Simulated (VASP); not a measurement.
The system is Ge2SbO3.

```
CELL_PARAMETERS angstrom
3.38621 1.95503 5.37632
-3.38621 1.95503 5.37632
0.00000 -3.91006 5.37632
ATOMIC_POSITIONS crystal
Ge 0.25860 0.25860 0.25860
Ge 0.74140 0.74140 0.74140
Sb 0.50000 0.50000 0.50000
O 0.00000 0.00000 0.50000
O 0.50000 0.00000 0.00000
O 0.00000 0.50000 0.00000
```

The cell was generated, and may not be a known phase.

```yaml
Program: VASP 6.6.1
Task: relaxation of cell and atoms
Functional: PBE
Potentials_or_basis: VASP PAW PBE potentials, release 64 (Ge_d, Sb, O)
Cutoff: 600 eV
k_mesh: 3 × 3 × 3
Occupations: gaussian, width 0.1 eV
Spin: no spin polarisation
```

At the start: pressure -12.1 GPa; volume 35.59 Å³/atom.

Question: How do energy, volume and symmetry change on relaxing?

Answer: Over 25 steps the energy falls by 1484.3 meV/atom and the volume is 18.14 Å³/atom (-49.0 %); space group R-3m (No. 166, to 0.1 Å) before and after.

The path:
```tsv
step	energy change (eV)	largest force (eV/Å)	pressure (GPa)	volume (Å³)
1	0.0000	4.3630	-12.12	213.55
2	-7.5516	2.7115	-10.86	140.66
3	-8.7065	0.5518	0.92	116.42
4	-8.7130	0.1393	-0.79	118.54
5	-8.7192	0.0394	-0.74	117.71
6	-8.7242	0.1662	-0.69	116.06
7	-8.7276	0.0671	0.35	114.50
8	-8.7278	0.0272	0.23	114.76
9	-8.7319	0.0528	0.22	114.40
10	-8.7500	0.1238	0.35	113.32
11	-8.8028	0.2214	0.71	111.06
12	-8.8888	0.2198	2.12	106.14
13	-8.8894	0.2371	1.82	106.84
14	-8.8899	0.2279	2.00	106.42
15	-8.8919	0.1891	1.89	106.42
16	-8.8937	0.0905	1.67	106.39
17	-8.8957	0.0703	1.54	106.58
18	-8.9005	0.0127	1.11	107.16
19	-8.9045	0.1008	0.26	108.33
20	-8.9045	0.1271	-0.06	108.60
21	-8.9045	0.1159	-0.02	108.50
22	-8.9046	0.1075	0.14	108.42
23	-8.9048	0.0954	0.02	108.46
24	-8.9053	0.0575	0.06	108.59
25	-8.9057	0.0177	0.07	108.85
```

Final structure:
```
Ge Sb O
1.0
     2.84958    1.64521    3.86984
    -2.84958    1.64521    3.86984
     0.00000   -3.29042    3.86984
Ge Sb O
2 1 3
Direct
  0.24167 0.24167 0.24167
  0.75833 0.75833 0.75833
  0.50000 0.50000 0.50000
  0.00000 0.00000 0.50000
  0.50000 0.00000 0.00000
  0.00000 0.50000 0.00000
```

Caveat: the k points lie up to 0.46 Å⁻¹ apart in the final cell, too coarse for converged energies and pressures of a metal; the volume moved by over 15 % at a fixed basis, so the end points are rough; an odd number of electrons without spin polarisation forces a metal; a magnetic or distorted state may lie lower.
